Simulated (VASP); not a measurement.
# C (Fd-3m) in VASP: a series of runs

C is run at these levels: r2SCAN50, HSE06, PBE0, r2SCAN+D4, r2SCAN+rVV10; tasks: single point.

All numbers are computed with VASP 6.6.1; they aren't measurements. Logs are shortened: lines on timing, memory, paths and dates and some standing lists are left out, and cuts for length are marked.

**1. The cell of the first run**

It takes space group Fd-3m (No. 227, cubic). The conventional cell has a = 3.567 Å, b = 3.567 Å, c = 3.567 Å, α = 90.00°, β = 90.00°, γ = 90.00°. C (site symmetry -43m) has 4 C at 1.54 Å within 2.1 Å.

**2. Single point, r2SCAN50**

POSCAR

```
C
1.0
    0.0000000000      1.7833700000      1.7833700000
    1.7833700000      0.0000000000      1.7833700000
    1.7833700000      1.7833700000      0.0000000000
C
2
Direct
    0.7500000000      0.7500000000      0.7500000000
    0.5000000000      0.5000000000      0.5000000000
```

INCAR.step1

```
SYSTEM = C
ALGO = Normal
EDIFF = 1E-5
ENCUT = 520
GGA = PE
ISIF = 2
ISMEAR = -1
LASPH = .True.
LCHARG = .False.
LREAL = .False.
LWAVE = .True.
NBANDS = 11
NELM = 80
PREC = Accurate
SIGMA = 0.05
```

INCAR.step2

```
SYSTEM = C
AEXX = 0.5
ALGO = Normal
EDIFF = 1E-7
ENCUT = 520
ISIF = 2
ISMEAR = -1
ISTART = 1
LASPH = .True.
LCHARG = .False.
LHFCALC = .True.
LMIXTAU = .True.
LREAL = .False.
LWAVE = .False.
METAGGA = R2SCAN
NBANDS = 11
NELM = 80
PREC = Accurate
PRECFOCK = Normal
SIGMA = 0.05
```

KPOINTS

```
k-points
0
Gamma
  7 7 7
  0 0 0
```

Potentials or basis: VASP PAW PBE potentials, release 64 (C).

Started as:

```console
cat potpaw_PBE.64/C/POTCAR > POTCAR
cp INCAR.step1 INCAR
mpirun -np 1 vasp_std > vasp.out
cp INCAR.step2 INCAR
mpirun -np 1 vasp_std > vasp.out
```

OUTCAR:

```text
SYSTEM = C
   AEXX = 0.5
   EDIFF = 1E-7
   ENCUT = 520
   ISIF = 2
   ISMEAR = -1
   ISTART = 1
   LASPH = .True.
   LHFCALC = .True.
   LREAL = .False.
   METAGGA = R2SCAN
   NELM = 80
   PREC = Accurate
   PRECFOCK = Normal

 ion  position               nearest neighbor table
   1  0.750  0.750  0.750-   2 1.54   2 1.54   2 1.54   2 1.54
   2  0.500  0.500  0.500-   1 1.54   1 1.54   1 1.54   1 1.54

  LATTYP: Found a face centered cubic cell.
 ALAT       =     3.5667400000

  Lattice vectors:

 A1 = (   0.0000000000,   1.7833700000,   1.7833700000)
 A2 = (   1.7833700000,   0.0000000000,   1.7833700000)
 A3 = (   1.7833700000,   1.7833700000,   0.0000000000)

Analysis of symmetry for initial positions (statically):
=====================================================================
 Subroutine PRICEL returns:
 Original cell was already a primitive cell.

 Routine SETGRP: Setting up the symmetry group for a
 face centered cubic supercell.

 Subroutine GETGRP returns: Found 48 space group operations
 (whereof 24 operations were pure point group operations)
 out of a pool of 48 trial point group operations.

The static configuration has the point symmetry T_d .
 The point group associated with its full space group is O_h .

Analysis of symmetry for dynamics (positions and initial velocities):
=====================================================================
 Subroutine PRICEL returns:
 Original cell was already a primitive cell.

 Routine SETGRP: Setting up the symmetry group for a
 face centered cubic supercell.

 Subroutine GETGRP returns: Found 48 space group operations
 (whereof 24 operations were pure point group operations)
 out of a pool of 48 trial point group operations.

The dynamic configuration has the point symmetry T_d .
 The point group associated with its full space group is O_h .

 Subroutine INISYM returns: Found 48 space group operations
 (whereof 24 operations are pure point group operations),
 and found     1 'primitive' translations

----------------------------------------------------------------------------------------

                                     Primitive cell

  volume of cell :      11.3437

  direct lattice vectors                    reciprocal lattice vectors
     0.000000000  1.783370000  1.783370000    -0.280368067  0.280368067  0.280368067
     1.783370000  0.000000000  1.783370000     0.280368067 -0.280368067  0.280368067
     1.783370000  1.783370000  0.000000000     0.280368067  0.280368067 -0.280368067
[... 95 lines left out ...]
   EFERMI_NEDOS =   21; number of points for ismear=-14 and -15
   IALGO  =     38    algorithm
   IMIX   =      1    mixing-type and parameters
     AMIX     =   0.40;   BMIX     =  1.00
     AMIX_MAG =   1.60;   BMIX_MAG =  1.00
  volume/ion in A,a.u.               =       5.67        38.28
  Fermi-wavevector in a.u.,A,eV,Ry     =   1.457203  2.753714 28.891161  2.123440
  Thomas-Fermi vector in A             =   2.574032
   LORBIT       =      0    0 simple, 1 ext, 2 COOP (PROOUT), +10 PAW based schemes
   METAGGA = R2SCAN    functional components
   LHFCALC =     T    Hartree Fock is set to
   PRECFOCK=normal    Normal, Fast or Accurate (Low or Medium for compatibility)
   ENCUT4O =  -1.0   cutoff for four orbital integrals eV
   NKREDX  =     1    reduce k-point grid by
   NKREDY  =     1    reduce k-point grid by
   NKREDZ  =     1    reduce k-point grid by
   AEXX    =    0.5000 exact exchange contribution
   HFSCREEN=    0.0000 screening length (either q_TF or 0.3 A-1)
   HFSCREENC=   0.0000 screening length for correlation (either q_TF or 0.3 A-1)
   ENCUTFOCK=  -1.0 apply spherical cutoff to Coloumb kernel
   IVDW    =     0    specifies the selected vdW correction
   LEPSILON=     F    determine dielectric tensor
   LRPA    =     F    only Hartree local field effects (RPA)
 non-spin polarized calculation
  energy-cutoff  :      520.00
  volume of cell :       11.34
 maximum number of plane-waves:       314
  NGX = 16; NGY = 16; NGZ = 16

 number of electron       7.9999999 magnetization

 Free energy of the ion-electron system (eV)
  ---------------------------------------------------
  ext. energy  EPLUGINS =         0.00000000
  ---------------------------------------------------
  free energy    TOTEN  =       -26.72164978 eV

  energy without entropy =      -26.72164978  energy(sigma->0) =      -26.72164978

 E-fermi :   8.8119     XC(G=0):  -7.7820

 val. band max:        7.7521792347   @ k =   0.0000   0.0000   0.0000
 cond. band min:      15.8708351379   @ k =   0.4286   0.4286   0.0000
 fundamental gap:      8.1186559033
 Fermi energy:         8.8118623421

 k-point     1 :       0.0000    0.0000    0.0000
  band No.  band energies     occupation
      1     -18.2282      2.00000
      2       7.7522      2.00000
      3       7.7522      2.00000
      4       7.7522      2.00000
      5      17.6341      0.00000
      6      17.6341      0.00000
      7      17.6341      0.00000
      8      26.5303      0.00000
      9      32.0997      0.00000
     10      39.6136      0.00000
     11      39.6136      0.00000
[... 253 lines left out ...]
 k-point    20 :      -0.2857    0.4286    0.1429
  band No.  band energies     occupation
      1      -8.2903      2.00000
      2      -6.2212      2.00000
      3      -3.1467      2.00000
      4      -0.1402      2.00000
      5      20.3328      0.00000
      6      24.5608      0.00000
      7      26.1895      0.00000
      8      27.0113      0.00000
      9      32.9818      0.00000
     10      37.1006      0.00000
     11      41.5413      0.00000

------------------------ aborting loop because EDIFF is reached ----------------------------------------

  FORCE on cell =-STRESS in cart. coord.  units (eV):
  Direction    XX          YY          ZZ          XY          YZ          ZX
  --------------------------------------------------------------------------------------
  -------------------------------------------------------------------------------------
  Total       -1.2131515     -1.2131515     -1.2131515      0.0000000      0.0000000     -0.0000000
  in kB     -171.3449224   -171.3449224   -171.3449224      0.0000000      0.0000000     -0.0000000
  external PRESSURE =    -171.3449224 kB  Pullay stress =       0.0000000 kB

 VOLUME and BASIS-vectors are now :
 -----------------------------------------------------------------------------
  energy-cutoff  :      520.00
  volume of cell :       11.34
      direct lattice vectors                 reciprocal lattice vectors
     0.000000000  1.783370000  1.783370000    -0.280368067  0.280368067  0.280368067
     1.783370000  0.000000000  1.783370000     0.280368067 -0.280368067  0.280368067
     1.783370000  1.783370000  0.000000000     0.280368067  0.280368067 -0.280368067

 POSITION                                       TOTAL-FORCE (eV/Angst)
 -----------------------------------------------------------------------------------
      2.67505      2.67505      2.67505         0.000000      0.000000      0.000000
      1.78337      1.78337      1.78337        -0.000000     -0.000000     -0.000000
 -----------------------------------------------------------------------------------
    total drift:                                0.000000      0.000000      0.000000

  FREE ENERGIE OF THE ION-ELECTRON SYSTEM (eV)
  ---------------------------------------------------
  free  energy   TOTEN  =       -26.7216497753 eV

  energy  without entropy=      -26.7216497753  energy(sigma->0) =      -26.72164978
```

OUTCAR.step1:

```text
SYSTEM = C
   EDIFF = 1E-5
   ENCUT = 520
   GGA = PE
   ISIF = 2
   ISMEAR = -1
[... 495 lines left out ...]
 -----------------------------------------------------------------------------------
      2.67505      2.67505      2.67505         0.000000      0.000000      0.000000
      1.78337      1.78337      1.78337        -0.000000     -0.000000     -0.000000
 -----------------------------------------------------------------------------------
    total drift:                                0.000000     -0.000000      0.000000

  FREE ENERGIE OF THE ION-ELECTRON SYSTEM (eV)
  ---------------------------------------------------
  free  energy   TOTEN  =       -18.1825234094 eV

  energy  without entropy=      -18.1825234094  energy(sigma->0) =      -18.18252341
```

OSZICAR.step1:

```text
N       E                     dE             d eps       ncg     rms          rms(c)
DAV:   1     0.315874704558E+01    0.31587E+01   -0.47873E+03   448   0.697E+02
DAV:   2    -0.183516186143E+02   -0.21510E+02   -0.20953E+02   579   0.134E+02
DAV:   3    -0.188215177809E+02   -0.46990E+00   -0.46905E+00   509   0.153E+01
DAV:   4    -0.188222045303E+02   -0.68675E-03   -0.68674E-03   482   0.768E-01
DAV:   5    -0.188222052985E+02   -0.76817E-06   -0.76816E-06   506   0.236E-02    0.556E+00
DAV:   6    -0.183422517293E+02    0.47995E+00   -0.25109E-01   452   0.352E+00    0.332E+00
DAV:   7    -0.181806423745E+02    0.16161E+00   -0.30769E-01   473   0.395E+00    0.758E-01
DAV:   8    -0.181824614286E+02   -0.18191E-02   -0.85581E-03   455   0.690E-01    0.438E-02
DAV:   9    -0.181825028746E+02   -0.41446E-04   -0.63366E-05   533   0.639E-02    0.247E-02
DAV:  10    -0.181825233319E+02   -0.20457E-04   -0.15434E-05   455   0.345E-02    0.547E-03
DAV:  11    -0.181825234094E+02   -0.77495E-07   -0.24826E-07   229   0.456E-03
   1 F= -.18182523E+02 E0= -.18182523E+02  d E =-.475650E-10
```

It took 5.4 min on 1 thread of AMD EPYC 9R45 (Zen 5), shared host; peak memory 0.1 GiB.

What came out:

```yaml
Free_energy: -26.7216 eV
Pressure: -17.1 GPa
Band_gap_on_the_k_mesh: 8.12 eV (least direct gap 9.88 eV)
```

Levels at points of the mesh, in eV from the valence-band top:
```
           k point  band 1  band 2  band 3  band 4  band 5  band 6  band 7  band 8  band 9
(0.00, 0.00, 0.00)  -25.98    0.00    0.00    0.00    9.88    9.88    9.88   18.78   24.35
```

Caveat: the k points lie up to 0.44 Å⁻¹ apart; the PAW data sets were made with another functional, which shifts forces and pressure a little; an odd mesh through Γ misses points on the zone boundary, where band edges can lie.

**3. Single point, HSE06**

This run uses another cell than the first one, of 5.33 Å³/atom.

POSCAR

```
C
1.0
    0.0000000000      1.7469644787      1.7469644787
    1.7469644787      0.0000000000      1.7469644787
    1.7469644787      1.7469644787      0.0000000000
C
2
Direct
    0.7500000000      0.7500000000      0.7500000000
    0.5000000000      0.5000000000      0.5000000000
```

INCAR.step1, as its differences from that of step 2:

```diff
@@ -8,3 +8,2 @@
 LASPH = .True.
-LCHARG = .False.
 LREAL = .False.
@@ -12,3 +11,3 @@
 NBANDS = 11
-NELM = 80
+NELM = 60
 PREC = Accurate
```

INCAR.step2

```
SYSTEM = C
ALGO = Normal
EDIFF = 1E-7
ENCUT = 520
GGA = PE
HFSCREEN = 0.2079
ISIF = 2
ISMEAR = -1
ISTART = 1
LASPH = .True.
LCHARG = .True.
LELF = .True.
LHFCALC = .True.
LREAL = .False.
LVHAR = .True.
LWAVE = .False.
NBANDS = 11
NELM = 60
PREC = Accurate
PRECFOCK = Normal
SIGMA = 0.05
```

KPOINTS

```
k-points
0
Gamma
  8 8 8
  0 0 0
```

Potentials or basis: VASP PAW PBE potentials, release 64 (C).

Started as:

```console
cat potpaw_PBE.64/C/POTCAR > POTCAR
cp INCAR.step1 INCAR
mpirun -np 1 vasp_std > vasp.out
cp INCAR.step2 INCAR
mpirun -np 1 vasp_std > vasp.out
```

It took 7.4 min on 1 thread of AMD EPYC 9R45 (Zen 5), shared host; peak memory 0.18 GiB.

It converged, with:

- Free energy: -21.0161 eV
- Pressure: 23.5 GPa
- Band gap on the k mesh: 5.43 eV (least direct gap 7.16 eV)

Levels at points of the mesh, in eV from the valence-band top:
```csv
k point,band 1,band 2,band 3,band 4,band 5,band 6,band 7,band 8
"(0.00, 0.00, 0.00)",-24.43,0.00,0.00,0.00,7.16,7.16,7.16,16.77
"(0.50, 0.00, 0.00)",-17.83,-15.36,-3.24,-3.24,10.29,10.29,11.24,18.17
"(0.50, 0.50, 0.00)",-14.54,-14.54,-7.28,-7.28,6.05,6.05,20.23,20.23
```

Caveat: the cell stands under pressure; the PAW data sets were made with another functional, which shifts forces and pressure a little.

**4. Single point, PBE0**

This run uses another cell than the first one, of 5.33 Å³/atom.

POSCAR is that of step 3.

INCAR.step1

```
PREC     = Accurate       # precision mode
ENCUT    = 520            # plane-wave cutoff, eV
EDIFF    = 1E-5           # SCF threshold, eV
ISMEAR   = -1             # smearing method
SIGMA    = 0.05           # smearing width, eV
LREAL    = False          # projectors in reciprocal space
LASPH    = True           # aspherical terms in the spheres
NELM     = 100            # most SCF steps
ALGO     = Normal         # electronic algorithm
ISIF     = 2              # what is computed and relaxed
LWAVE    = True           # write WAVECAR
GGA      = PE             # functional
NBANDS   = 11             # bands
```

INCAR.step2

```
PREC     = Accurate       # precision mode
ENCUT    = 520            # plane-wave cutoff, eV
EDIFF    = 1E-6           # SCF threshold, eV
ISMEAR   = -1             # smearing method
SIGMA    = 0.05           # smearing width, eV
LREAL    = False          # projectors in reciprocal space
LASPH    = True           # aspherical terms in the spheres
NELM     = 100            # most SCF steps
ALGO     = Normal         # electronic algorithm
ISIF     = 2              # what is computed and relaxed
LWAVE    = False          # write WAVECAR
LCHARG   = True           # write CHGCAR
GGA      = PE             # functional
LHFCALC  = True           # exact exchange
AEXX     = 0.25           # exact-exchange fraction
PRECFOCK = Normal       
LELF     = True           # ELF
LVHAR    = True         
ISTART   = 1            
NBANDS   = 11             # bands
```

KPOINTS

```
Automatic mesh
0
Gamma
  8 8 8
```

Started as:

```console
cat potpaw_PBE.64/C/POTCAR > POTCAR
cp INCAR.step1 INCAR
mpirun -np 1 vasp_std > vasp.out
cp INCAR.step2 INCAR
mpirun -np 1 vasp_std > vasp.out
```

Wall time 5.5 min (1 thread of AMD EPYC 9R45 (Zen 5), shared host); peak memory 0.09 GiB.

Results (log left out):

```
Free energy            : -22.0971 eV
Pressure               : 23.3 GPa
Band gap on the k mesh : 6.20 eV (least direct gap 7.90 eV)
```

Levels at points of the mesh, in eV from the valence-band top:
```tsv
k point	band 2	band 3	band 4	band 5	band 6	band 7
(0.00, 0.00, 0.00)	0.00	0.00	0.00	7.90	7.90	7.90
(0.50, 0.00, 0.00)	-15.41	-3.26	-3.26	11.06	11.06	12.02
(0.50, 0.50, 0.00)	-14.59	-7.31	-7.31	6.82	6.82	21.01
```

Caveat: the cell stands under pressure; the PAW data sets were made with another functional, which shifts forces and pressure a little.

(Continued in part 2 of 2.)
